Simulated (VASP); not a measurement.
A run of VASP 6.6.1 is set up as follows.

Contents of POSCAR:

```
MgO
1.0
    0.0000000000      2.0811457413      2.1154270457
    2.0811457413      0.0000000000      2.1154270457
    2.0811457413      2.0811457413      0.0000000000
Mg O
1 1
Direct
    0.0000000000      0.0000000000      0.0000000000
    0.5000000000      0.5000000000      0.5000000000
```

File INCAR.step1:

```
SYSTEM = MgO
PREC = Accurate ; ENCUT = 500
EDIFF = 1E-8 ; ISMEAR = 0
SIGMA = 0.01 ; LREAL = .FALSE.
LASPH = .TRUE. ; NELM = 80
ALGO = Normal ; LWAVE = .TRUE.
LCHARG = .FALSE. ; GGA = PE
```

File INCAR.step2:

```
SYSTEM = MgO
PREC = Accurate ; ENCUT = 500
EDIFF = 1E-8 ; ISMEAR = 0
SIGMA = 0.01 ; LREAL = .FALSE.
LASPH = .TRUE. ; NELM = 1
ALGO = Exact ; LWAVE = .TRUE.
LCHARG = .FALSE. ; GGA = PE
NBANDS = 80 ; LOPTICS = .TRUE.
ISTART = 1
```

The input INCAR.step3:

```
SYSTEM = MgO
PREC = Accurate ; ENCUT = 500
EDIFF = 1E-8 ; ISMEAR = 0
SIGMA = 0.01 ; LREAL = .FALSE.
LASPH = .TRUE. ; ALGO = EVGW0
LWAVE = .FALSE. ; LCHARG = .FALSE.
GGA = PE ; NELMGW = 1
NBANDS = 80 ; ENCUTGW = 150.0
NOMEGA = 96 ; PRECFOCK = Fast
ISTART = 1 ; NBANDSGW = 12
OMEGAMAX = 20
```

File KPOINTS:

```
Automatic mesh
0
G
  6 6 6
  0 0 0
```

Potentials or basis: VASP PAW PBE potentials, release 64 (Mg_GW, O_GW).

Launch:

```console
$ cat potpaw_PBE.64/Mg_GW/POTCAR potpaw_PBE.64/O_GW/POTCAR > POTCAR
$ cp INCAR.step1 INCAR
$ mpirun -np 1 vasp_std > vasp.out
$ cp INCAR.step2 INCAR
$ mpirun -np 1 vasp_std > vasp.out
$ cp INCAR.step3 INCAR
$ mpirun -np 1 vasp_std > vasp.out
```

(1) What does it give for the quasiparticle gap?

(2) What does it give for the least direct quasiparticle gap?

(3) What does it give for the band gap of the starting levels on the mesh?

## Answers

(1) 7.47 eV.

(2) 7.47 eV.

(3) 4.89 eV.

Caveat: the k points lie up to 0.43 Å⁻¹ apart; bands, screening cutoff and mesh are small and nothing is extrapolated, so the quasiparticle values aren't converged.
